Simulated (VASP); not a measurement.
# W4O in VASP: notebook

The runs below take W4O through single point, with PBE.

Everything below comes from runs of VASP 6.6.1. Logs are shortened: lines on timing, memory, paths and dates and some standing lists are left out, and cuts for length are marked.

## 1. The cell of the first run

The cell holds a slab with vacuum, 5 atoms: a = 3.184 Å, b = 3.184 Å, c = 20.143 Å, α = 90.00°, β = 90.00°, γ = 90.00°.

## 2. Single point, PBE

Input file INCAR:

```
PREC = Accurate
ENCUT = 520
EDIFF = 1E-6
ISMEAR = 0
SIGMA = 0.1
LREAL = F
LASPH = T
NELM = 80
ALGO = Normal
ISIF = 2
LWAVE = F
LCHARG = F
LDIPOL = T
IDIPOL = 3
DIPOL = 0.5 0.5 0.356
GGA = PE
NBANDS = 39
```

Input file KPOINTS:

```
regular mesh
0
Gamma
  8 8 1
```

Input file POSCAR:

```
W4O
1.0
    3.1836991688      0.0000000000      0.0000000000
    0.0000000000      3.1836991688      0.0000000000
    0.0000000000      0.0000000000     20.1425775749
W O
4 1
Direct
    0.5000000000      0.5000000000      0.1985843165
    0.0000000000      0.0000000000      0.2776134069
    0.5000000000      0.5000000000      0.3599451800
    0.0000000000      0.0000000000      0.4290700901
    0.0000000000      0.0000000000      0.5142502775
```

Potentials or basis: VASP PAW PBE potentials, release 64 (W_sv, O).

Launch:

```bash
> cat potpaw_PBE.64/W_sv/POTCAR potpaw_PBE.64/O/POTCAR > POTCAR
> mpirun -np 1 vasp_std > vasp.out
```

OUTCAR:

```text
PREC = Accurate
   ENCUT = 520
   EDIFF = 1E-6
   ISMEAR = 0
   LREAL = F
   LASPH = T
   NELM = 80
   ISIF = 2
   GGA = PE

 ion  position               nearest neighbor table
   1  0.500  0.500  0.199-   2 2.76   2 2.76   2 2.76   2 2.76   3 3.25
   2  0.000  0.000  0.278-   1 2.76   1 2.76   1 2.76   1 2.76   3 2.80   3 2.80   3 2.80   3 2.80
                             4 3.05
   3  0.500  0.500  0.360-   4 2.65   4 2.65   4 2.65   4 2.65   2 2.80   2 2.80   2 2.80   2 2.80
                             1 3.25
   4  0.000  0.000  0.429-   5 1.72   3 2.65   3 2.65   3 2.65   3 2.65   2 3.05
   5  0.000  0.000  0.514-   4 1.72

  LATTYP: Found a simple tetragonal cell.
 ALAT       =     3.1836991688
 C/A-ratio  =     6.3267841925

  Lattice vectors:

 A1 = (   3.1836991688,   0.0000000000,   0.0000000000)
 A2 = (   0.0000000000,   3.1836991688,   0.0000000000)
 A3 = (   0.0000000000,   0.0000000000,  20.1425775749)

Analysis of symmetry for initial positions (statically):
=====================================================================
 Subroutine PRICEL returns:
 Original cell was already a primitive cell.

 Routine SETGRP: Setting up the symmetry group for a
 simple tetragonal supercell.

 Subroutine GETGRP returns: Found  8 space group operations
 (whereof  8 operations were pure point group operations)
 out of a pool of 16 trial point group operations.

The static configuration has the point symmetry C_4v.

Analysis of symmetry for dynamics (positions and initial velocities):
=====================================================================
 Subroutine PRICEL returns:
 Original cell was already a primitive cell.

 Routine SETGRP: Setting up the symmetry group for a
 simple tetragonal supercell.

 Subroutine GETGRP returns: Found  8 space group operations
 (whereof  8 operations were pure point group operations)
 out of a pool of 16 trial point group operations.

The dynamic configuration has the point symmetry C_4v.

 Subroutine INISYM returns: Found  8 space group operations
 (whereof  8 operations are pure point group operations),
 and found     1 'primitive' translations

----------------------------------------------------------------------------------------

                                     Primitive cell

  volume of cell :     204.1640

  direct lattice vectors                    reciprocal lattice vectors
     3.183699169  0.000000000  0.000000000     0.314100029  0.000000000  0.000000000
[... 90 lines left out ...]
   POTIM  = 0.5000    time-step for ionic-motion
   TEBEG  =    0.0;   TEEND  =   0.0 temperature during run
   PSTRESS=    0.0 pullay stress
   NELECT =      62.0000    total number of electrons
   NUPDOWN=      -1.0000    fix difference up-down
   EMIN   =  10.00;   EMAX   =-10.00  energy-range for DOS
   EFERMI =   0.00;   METHOD = LEGACY
   ISMEAR =     0;   SIGMA  =   0.10  broadening in eV -4-tet -1-fermi 0-gaus
   EFERMI_NEDOS =   21; number of points for ismear=-14 and -15
   IALGO  =     38    algorithm
   IMIX   =      4    mixing-type and parameters
     AMIX     =   0.40;   BMIX     =  1.00
     AMIX_MAG =   1.60;   BMIX_MAG =  1.00
  volume/ion in A,a.u.               =      40.83       275.55
  Fermi-wavevector in a.u.,A,eV,Ry     =   1.100388  2.079431 16.474654  1.210853
  Thomas-Fermi vector in A             =   2.236798
   LORBIT       =      0    0 simple, 1 ext, 2 COOP (PROOUT), +10 PAW based schemes
   GGA     = PE    functional components
   LHFCALC =     F    Hartree Fock is set to
   AEXX    =    0.0000 exact exchange contribution
   IVDW    =     0    specifies the selected vdW correction
   LEPSILON=     F    determine dielectric tensor
   LRPA    =     F    only Hartree local field effects (RPA)
 non-spin polarized calculation
 Gauss-broadening in eV      SIGMA  =   0.10
  energy-cutoff  :      520.00
  volume of cell :      204.16
 maximum number of plane-waves:      5576
 NGX is ok and might be reduce to    24
   NGX = 11   NGY = 11   NGZ = 75

 dipolmoment           0.000000      0.000000     -0.048882 electrons x Angstroem

 number of electron      61.9999988 magnetization

 dipolmoment           0.000000      0.000000      0.218479 electrons x Angstroem

 Free energy of the ion-electron system (eV)
  ---------------------------------------------------
  ext. energy  EPLUGINS =         0.00000000
  ---------------------------------------------------
  free energy    TOTEN  =       -54.62763800 eV

  energy without entropy =      -54.59716475  energy(sigma->0) =      -54.61240138

 E-fermi :  -0.4152     XC(G=0):  -5.7870

 val. band max:       -0.4384472255   @ k =   0.1250   0.0000   0.0000
 cond. band min:      -0.4069400407   @ k =   0.3750   0.0000   0.0000
 fundamental gap:      0.0315071847
 Fermi energy:        -0.4151863429

 k-point     1 :       0.0000    0.0000    0.0000
  band No.  band energies     occupation
      1     -74.2936      2.00000
      2     -74.2666      2.00000
      3     -74.1770      2.00000
      4     -73.9236      2.00000
      5     -39.0009      2.00000
      6     -38.7297      2.00000
[... 619 lines left out ...]
     38       3.0984      0.00000
     39       3.2706      0.00000

------------------------ aborting loop because EDIFF is reached ----------------------------------------

 vacuum level on the upper side and lower side of the slab       (xc-potential included)         1.778        -2.020

  FORCE on cell =-STRESS in cart. coord.  units (eV):
  Direction    XX          YY          ZZ          XY          YZ          ZX
  --------------------------------------------------------------------------------------
  -------------------------------------------------------------------------------------
  Total       -1.7963617     -1.7963617      2.2410534      0.0000000      0.0000000      0.0000000
  in kB      -14.0969537    -14.0969537     17.5866735      0.0000000      0.0000000      0.0000000
  external PRESSURE =      -3.5357446 kB  Pullay stress =       0.0000000 kB

 VOLUME and BASIS-vectors are now :
 -----------------------------------------------------------------------------
  energy-cutoff  :      520.00
  volume of cell :      204.16
      direct lattice vectors                 reciprocal lattice vectors
     3.183699169  0.000000000  0.000000000     0.314100029  0.000000000  0.000000000
     0.000000000  3.183699169  0.000000000     0.000000000  0.314100029  0.000000000
     0.000000000  0.000000000 20.142577575     0.000000000  0.000000000  0.049646079

 POSITION                                       TOTAL-FORCE (eV/Angst)
 -----------------------------------------------------------------------------------
      1.59185      1.59185      4.00000         0.000000      0.000000      1.977066
      0.00000      0.00000      5.59185         0.000000      0.000000     -2.374863
      1.59185      1.59185      7.25022         0.000000     -0.000000     -2.272301
      0.00000      0.00000      8.64258        -0.000000      0.000000      2.050600
      0.00000      0.00000     10.35833         0.000000      0.000000      0.619498
 -----------------------------------------------------------------------------------
    total drift:                                0.000000     -0.000000     -0.000011

  FREE ENERGIE OF THE ION-ELECTRON SYSTEM (eV)
  ---------------------------------------------------
  free  energy   TOTEN  =       -54.6276380037 eV

  energy  without entropy=      -54.5971647483  energy(sigma->0) =      -54.61240138

 vacuum level on the upper side and lower side of the slab         7.585         3.646
```

OSZICAR:

```text
N       E                     dE             d eps       ncg     rms          rms(c)
DAV:   1     0.739476885303E+03    0.73948E+03   -0.38083E+04  1410   0.151E+03
DAV:   2    -0.236965857654E+02   -0.76317E+03   -0.74744E+03  1386   0.469E+02
DAV:   3    -0.591818671523E+02   -0.35485E+02   -0.34284E+02  1422   0.104E+02
[... 24 lines left out ...]
DAV:  28    -0.546276181715E+02   -0.12560E-04   -0.13515E-06   890   0.684E-03    0.370E-03
DAV:  29    -0.546276293113E+02   -0.11140E-04   -0.13523E-06   967   0.973E-03    0.334E-03
DAV:  30    -0.546276339561E+02   -0.46448E-05   -0.55763E-07   742   0.528E-03    0.403E-03
DAV:  31    -0.546276370634E+02   -0.31073E-05   -0.40809E-07   907   0.491E-03    0.255E-03
DAV:  32    -0.546276380037E+02   -0.94030E-06   -0.43658E-07   634   0.327E-03
   1 F= -.54627638E+02 E0= -.54612401E+02  d E =-.304733E-01
```

stdout:

```text
POSCAR found type information on POSCAR W O
 POSCAR found :  2 types and       5 ions
 scaLAPACK will be used
 LDA part: xc-table for (Slater+PW92), standard interpolation
 POSCAR, INCAR and KPOINTS ok, starting setup
 FFT: planning ... GRIDC
 FFT: planning ... GRID_SOFT
 FFT: planning ... GRID
 WAVECAR not read
 entering main loop
```

Run time: 2 min. Hardware: 1 thread of Intel Xeon 6975P-C (Granite Rapids), shared host; peak memory 0.31 GiB.

What came out:

| Quantity | Value |
| --- | --- |
| Free energy | -54.6276 eV |
| Largest force | 2.375 eV/Å |
| Band gap on the k mesh | zero (bands 31 and 32 overlap by 2.11 eV) |

Forces on the atoms (eV/Å):
```
W    0.000  0.000  1.977
W    0.000  0.000 -2.375
W    0.000  0.000 -2.272
W    0.000  0.000  2.051
O    0.000  0.000  0.619
```

Levels at points of the mesh, in eV from the Fermi level:
```
           k point  band 27  band 28  band 29  band 30  band 31  band 32  band 33  band 34  band 35  band 36
(0.00, 0.00, 0.00)    -0.70    -0.70    -0.65    -0.58    -0.20     0.27     0.27     0.81     1.74     1.92
(0.50, 0.00, 0.00)    -1.73    -1.49    -0.78    -0.22     0.09     0.62     0.64     1.18     2.55     2.60
(0.50, 0.50, 0.00)    -2.00    -2.00    -0.61    -0.61     2.01     2.11     2.11     2.84     2.84     3.39
```

Caveat: spin-orbit coupling is left out, which moves the levels of the heavy elements.

## 3. Single point, PBE

Input file INCAR:

```
ALGO = Normal
DIPOL = 0.5 0.5 0.347
EDIFF = 1E-6
ENCUT = 520
GGA = PE
IDIPOL = 3
ISIF = 2
ISMEAR = 0
LASPH = T
LCHARG = F
LDIPOL = T
LREAL = F
LWAVE = F
NBANDS = 39
NELM = 60
PREC = Accurate
SIGMA = 0.1
```

Input file KPOINTS:

```
k-points
0
Gamma
  8 8 1
```

POSCAR, as its differences from that of step 2:

```diff
@@ -12,2 +12,2 @@
     0.0000000000      0.0000000000      0.4290700901
-    0.0000000000      0.0000000000      0.5142502775
+    0.5000000000      0.5000000000      0.4688801972
```

Potentials or basis: VASP PAW PBE potentials, release 64 (W_sv, O).

Launch:

```bash
> cat potpaw_PBE.64/W_sv/POTCAR potpaw_PBE.64/O/POTCAR > POTCAR
> mpirun -np 1 vasp_std > vasp.out
```

OUTCAR:

```text
EDIFF = 1E-6
   ENCUT = 520
   GGA = PE
   ISIF = 2
   ISMEAR = 0
   LASPH = T
   LREAL = F
   NELM = 60
   PREC = Accurate

 ion  position               nearest neighbor table
   1  0.500  0.500  0.199-   2 2.76   2 2.76   2 2.76   2 2.76   3 3.25
   2  0.000  0.000  0.278-   1 2.76   1 2.76   1 2.76   1 2.76   3 2.80   3 2.80   3 2.80   3 2.80
                             4 3.05
   3  0.500  0.500  0.360-   5 2.19   4 2.65   4 2.65   4 2.65   4 2.65   2 2.80   2 2.80   2 2.80
                             2 2.80   1 3.25
   4  0.000  0.000  0.429-   5 2.39   5 2.39   5 2.39   5 2.39   3 2.65   3 2.65   3 2.65   3 2.65
                             2 3.05
   5  0.500  0.500  0.469-   3 2.19   4 2.39   4 2.39   4 2.39   4 2.39

  LATTYP: Found a simple tetragonal cell.
 ALAT       =     3.1836991688
 C/A-ratio  =     6.3267841925

  Lattice vectors:

 A1 = (   3.1836991688,   0.0000000000,   0.0000000000)
 A2 = (   0.0000000000,   3.1836991688,   0.0000000000)
 A3 = (   0.0000000000,   0.0000000000,  20.1425775749)

Analysis of symmetry for initial positions (statically):
=====================================================================
 Subroutine PRICEL returns:
 Original cell was already a primitive cell.

 Routine SETGRP: Setting up the symmetry group for a
 simple tetragonal supercell.

 Subroutine GETGRP returns: Found  8 space group operations
 (whereof  8 operations were pure point group operations)
 out of a pool of 16 trial point group operations.

The static configuration has the point symmetry C_4v.

Analysis of symmetry for dynamics (positions and initial velocities):
=====================================================================
 Subroutine PRICEL returns:
 Original cell was already a primitive cell.

 Routine SETGRP: Setting up the symmetry group for a
 simple tetragonal supercell.

 Subroutine GETGRP returns: Found  8 space group operations
 (whereof  8 operations were pure point group operations)
 out of a pool of 16 trial point group operations.

The dynamic configuration has the point symmetry C_4v.

[... 123 lines left out ...]
   LEPSILON=     F    determine dielectric tensor
   LRPA    =     F    only Hartree local field effects (RPA)
 non-spin polarized calculation
 Gauss-broadening in eV      SIGMA  =   0.10
  energy-cutoff  :      520.00
  volume of cell :      204.16
 maximum number of plane-waves:      5576
 NGX is ok and might be reduce to    24
   NGX = 11   NGY = 11   NGZ = 75

 dipolmoment           0.000000      0.000000     -0.009600 electrons x Angstroem

 number of electron      61.9999988 magnetization

 dipolmoment           0.000000      0.000000      0.004593 electrons x Angstroem

 Free energy of the ion-electron system (eV)
  ---------------------------------------------------
  ext. energy  EPLUGINS =         0.00000000
  ---------------------------------------------------
  free energy    TOTEN  =       -54.03512556 eV

  energy without entropy =      -54.01792800  energy(sigma->0) =      -54.02652678

 E-fermi :   1.1031     XC(G=0):  -5.6453

 val. band max:        1.0183366092   @ k =   0.2500   0.0000   0.0000
 cond. band min:       1.1565084489   @ k =   0.3750   0.0000   0.0000
 fundamental gap:      0.1381718397
 Fermi energy:         1.1031051593

 k-point     1 :       0.0000    0.0000    0.0000
  band No.  band energies     occupation
      1     -73.7275      2.00000
      2     -73.0438      2.00000
      3     -72.8837      2.00000
      4     -72.7749      2.00000
      5     -38.0645      2.00000
      6     -38.0645      2.00000
[... 619 lines left out ...]
     38       4.2840      0.00000
     39       4.4093      0.00000

------------------------ aborting loop because EDIFF is reached ----------------------------------------

 vacuum level on the upper side and lower side of the slab       (xc-potential included)        -0.114        -0.235

  FORCE on cell =-STRESS in cart. coord.  units (eV):
  Direction    XX          YY          ZZ          XY          YZ          ZX
  --------------------------------------------------------------------------------------
  -------------------------------------------------------------------------------------
  Total       -6.6758362     -6.6758362     -1.2157051      0.0000000      0.0000000      0.0000000
  in kB      -52.3886445    -52.3886445     -9.5402497      0.0000000      0.0000000      0.0000000
  external PRESSURE =     -38.1058463 kB  Pullay stress =       0.0000000 kB

 VOLUME and BASIS-vectors are now :
 -----------------------------------------------------------------------------
  energy-cutoff  :      520.00
  volume of cell :      204.16
      direct lattice vectors                 reciprocal lattice vectors
     3.183699169  0.000000000  0.000000000     0.314100029  0.000000000  0.000000000
     0.000000000  3.183699169  0.000000000     0.000000000  0.314100029  0.000000000
     0.000000000  0.000000000 20.142577575     0.000000000  0.000000000  0.049646079

 POSITION                                       TOTAL-FORCE (eV/Angst)
 -----------------------------------------------------------------------------------
      1.59185      1.59185      4.00000        -0.000000     -0.000000      1.864119
      0.00000      0.00000      5.59185         0.000000      0.000000     -1.606265
      1.59185      1.59185      7.25022         0.000000      0.000000     -1.815948
      0.00000      0.00000      8.64258         0.000000      0.000000      1.460276
      1.59185      1.59185      9.44446         0.000000      0.000000      0.097818
 -----------------------------------------------------------------------------------
    total drift:                                0.000000     -0.000000     -0.000888

  FREE ENERGIE OF THE ION-ELECTRON SYSTEM (eV)
  ---------------------------------------------------
  free  energy   TOTEN  =       -54.0351255632 eV

  energy  without entropy=      -54.0179280032  energy(sigma->0) =      -54.02652678

 vacuum level on the upper side and lower side of the slab         5.215         5.086
```

stdout:

```text
POSCAR found type information on POSCAR W O
 POSCAR found :  2 types and       5 ions
 scaLAPACK will be used
 LDA part: xc-table for (Slater+PW92), standard interpolation
 POSCAR, INCAR and KPOINTS ok, starting setup
 FFT: planning ... GRIDC
 FFT: planning ... GRID_SOFT
 FFT: planning ... GRID
 WAVECAR not read
 entering main loop
```

It took 1.9 min on 1 thread of Intel Xeon 6975P-C (Granite Rapids), shared host; peak memory 0.32 GiB.

Results:

```yaml
Free_energy: -54.0351 eV
Largest_force: 1.864 eV/Å
Band_gap_on_the_k_mesh: zero (bands 31 and 32 overlap by 1.73 eV)
```

Forces on the atoms (eV/Å):
```
W    0.000  0.000  1.864
W    0.000  0.000 -1.606
W    0.000  0.000 -1.816
W    0.000  0.000  1.460
O    0.000  0.000  0.098
```

Levels at points of the mesh, in eV from the Fermi level:
| k point | band 28 | band 29 | band 30 | band 31 | band 32 | band 33 | band 34 | band 35 |
| --- | --- | --- | --- | --- | --- | --- | --- | --- |
| (0.00, 0.00, 0.00) | -1.23 | -1.09 | -0.54 | -0.54 | -0.52 | -0.16 | 0.46 | 1.13 |
| (0.50, 0.00, 0.00) | -1.85 | -0.78 | -0.46 | 0.24 | 0.29 | 0.34 | 1.49 | 1.51 |
| (0.50, 0.50, 0.00) | -1.37 | -1.37 | 0.25 | 1.21 | 1.92 | 2.00 | 2.00 | 2.32 |

Caveat: spin-orbit coupling is left out, which moves the levels of the heavy elements.
